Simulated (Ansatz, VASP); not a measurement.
BaTiO3: VASP beside Ansatz

File INCAR:

```
SYSTEM = BaTiO3
PREC = Accurate
ENCUT = 520
EDIFF = 1E-7
ISMEAR = 0
SIGMA = 0.01
LREAL = .False.
LASPH = .True.
NELM = 150
ALGO = Normal
ISIF = 2
LWAVE = .False.
LCHARG = .False.
LMAXMIX = 4
LDAU = .True.
LDAUTYPE = 2
LDAUL = -1 2 -1
LDAUU = 0 3 0
LDAUJ = 0 0 0
LDAUPRINT = 1
GGA = PS
NBANDS = 28
```

Contents of KPOINTS:

```
regular mesh
0
Gamma
  6 6 6
  0 0 0
```

POSCAR

```
BaTiO3
1.0
    2.8273666100      1.6323808700      2.3183934900
   -2.8273666100      1.6323808700      2.3183934900
    0.0000000000     -3.2647617400      2.3183934900
Ba Ti O
1 1 3
Direct
    0.0000000000      0.0000000000      0.0000000000
    0.4845000003      0.4845000003      0.4845000003
    0.5086000008      0.5086000008      0.0175000010
    0.0175000007      0.5086000000      0.5086000018
    0.5086000000      0.0175000007      0.5086000018
```

Input for Ansatz:

```yaml
crystal:
  lattice:
    - [2.82736661, 1.63238087, 2.31839349]
    - [-2.82736661, 1.63238087, 2.31839349]
    - [0.0, -3.26476174, 2.31839349]
  atoms:
    - { symbol: Ba, position: [0.0, 0.0, 0.0] }
    - { symbol: Ti, position: [0.48450000032853213, 0.48450000032853213, 0.48450000032853213] }
    - { symbol: O, position: [0.5086000007953776, 0.5086000007953776, 0.017500000952816338] }
    - { symbol: O, position: [0.01750000074752136, 0.5085999999796691, 0.5086000018163812] }
    - { symbol: O, position: [0.5085999999796691, 0.01750000074752136, 0.5086000018163812] }
kpoints:
  mp_grid:
    grid: [6, 6, 6]
hamiltonian:
  xc: pbesol
  hubbard:
    - { species: Ti, l: d, u_eff: 3.0 }
scf:
  occupations:
    method: fixed
output:
  eigenvalues: true
```

Alike in both runs: task single point; functional PBEsol; k mesh 6 × 6 × 6; no spin polarisation; Hubbard terms Ti d U = 3.0 eV.

|  | VASP | Ansatz |
| --- | --- | --- |
| version | VASP 6.6.1 | Ansatz 0.2.0 |
| potentials or method | VASP PAW PBE potentials, release 64 (Ba_sv, Ti_sv, O) | plane waves, PAW |
| plane-wave cutoff (eV) | 520 | 420 |
| occupations | gaussian, width 0.01 eV | fixed |
| valence electrons in the cell | 40 | 40 |

Ansatz gave:

```
gap on the k mesh at the Fermi level (eV) : 2.67
```

Question: Which values does VASP return?

Answer: gap on the k mesh at the Fermi level (eV): 2.63.

VASP's potentials were made for PBE, not for PBEsol. The programs project onto different local orbitals, so the same U acts differently, and such runs can settle in different states.

Spin-orbit coupling is off throughout.
